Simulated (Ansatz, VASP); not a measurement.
# EuMn: VASP beside Ansatz

```
CELL_PARAMETERS angstrom
3.75956 0.00000 0.00000
0.00000 3.75956 0.00000
0.00000 0.00000 3.75956
ATOMIC_POSITIONS crystal
Eu 0.00000 0.00000 0.00000
Mn 0.50000 0.50000 0.50000
```

Alike in both runs: task single point; functional PBE; k mesh 8 × 8 × 8; occupations gaussian, width 0.05 eV; collinear spin; Hubbard terms Eu f U = 6.0 eV.

|  | VASP | Ansatz |
| --- | --- | --- |
| version | VASP 6.6.1 | Ansatz 0.2.0 |
| potentials or method | VASP PAW PBE potentials, release 64 (Eu, Mn_pv), cutoff 520 eV | scalar-relativistic, plane waves, PAW |
| valence electrons in the cell | 30 | 32 |

|  | VASP | Ansatz | Ansatz less VASP |
| --- | --- | --- | --- |
| pressure (GPa) | 0.0 | 0.0 | -0.02 |
| net moment per atom (μB) | 1.78 | 1.78 | +0.002 |
| size of the moment on the site where the two differ most (μB) | 6.83 | 7.07 | +0.239 |

Site moments also hang on the region over which each program counts them. The programs project onto different local orbitals, so the same U acts differently, and such runs can settle in different states. VASP's potentials hold 30 valence electrons a cell and Ansatz's 32, so a difference there can come from the potentials and not from the codes. Ansatz's warnings: filled band counts differ across k points, moment headroom below auto, open shell order search.

Neither program's run includes spin-orbit coupling.
